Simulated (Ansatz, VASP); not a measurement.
## SiC in VASP and in Ansatz

```
CELL_PARAMETERS angstrom
0.00000 2.18986 2.18986
2.18986 0.00000 2.18986
2.18986 2.18986 0.00000
ATOMIC_POSITIONS crystal
Si 0.25000 0.25000 0.25000
C 0.00000 0.00000 0.00000
```

Alike in both runs: task single point; functional PBE; k mesh 8 × 8 × 8; no spin polarisation.

|  | VASP | Ansatz |
| --- | --- | --- |
| version | VASP 6.6.1 | Ansatz 0.2.0 |
| potentials or method | VASP PAW PBE potentials, release 64 (Si, C) | plane waves, PAW |
| plane-wave cutoff (eV) | 600 | 420 |
| occupations | gaussian, width 0.01 eV | fixed |
| valence electrons in the cell | 8 | 8 |

|  | VASP | Ansatz | Ansatz less VASP |
| --- | --- | --- | --- |
| gap on the k mesh at the Fermi level (eV) | 1.37 | 1.37 | +0.002 |
| pressure (GPa) | -0.2 | 0.0 | +0.18 |
